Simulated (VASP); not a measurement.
Input of a VASP 6.6.1 run:

Contents of POSCAR:

```
Al3Cu
1.0
    2.6905674370      0.0000000000      0.0000000000
    0.0000000000      2.6905674370      0.0000000000
    0.0000000000      0.0000000000      7.4779851673
Al Cu
3 1
Direct
    0.0000000000      0.0000000000      0.5000000000
    0.5000000000      0.5000000000      0.2226430005
    0.5000000000      0.5000000000      0.7773569995
    0.0000000000      0.0000000000      0.0000000000
```

Contents of INCAR.step1:

```
SYSTEM = Al3Cu
PREC = Accurate ; ENCUT = 520
ISMEAR = 0 ; SIGMA = 0.15
LREAL = .False. ; LASPH = .True.
NELM = 100 ; NBANDS = 18
GGA = PE ; ALGO = Normal
EDIFF = 1E-4 ; LWAVE = .True.
LCHARG = .False.
```

INCAR.step2

```
SYSTEM = Al3Cu
PREC = Accurate ; ENCUT = 520
EDIFF = 1E-6 ; ISMEAR = 0
SIGMA = 0.15 ; LREAL = .False.
LASPH = .True. ; NELM = 100
ALGO = Normal ; ISIF = 2
LWAVE = .False. ; LCHARG = .False.
METAGGA = R2SCAN ; LMIXTAU = .True.
NBANDS = 18 ; ISTART = 1
```

File KPOINTS:

```
regular mesh
0
Gamma
  18 18 6
  0 0 0
```

Potentials or basis: VASP PAW PBE potentials, release 64 (Al, Cu).

Command:

```sh
$ cat potpaw_PBE.64/Al/POTCAR potpaw_PBE.64/Cu/POTCAR > POTCAR
$ cp INCAR.step1 INCAR
$ mpirun -np 1 vasp_std > vasp.out
$ cp INCAR.step2 INCAR
$ mpirun -np 1 vasp_std > vasp.out
```

Task: What does it give for the largest force?

Result: 0.272 eV/Å.

Task: What does it give for the pressure?

Result: 9.7 GPa.

Task: Predict the band gap on the k mesh.

Result: Zero (bands 10 and 11 overlap by 6.23 eV).

Forces in eV/Å, atoms in the order of the input:
```
Al   0.000  0.000  0.000
Al   0.000  0.000  0.272
Al   0.000  0.000 -0.272
Cu   0.000  0.000  0.000
```

Caveat: the cell differs from its parent crystal (strain -0.030 along x and y, -0.015 along z); the cell stands under pressure; the PAW data sets were made with another functional, which shifts forces and pressure a little.
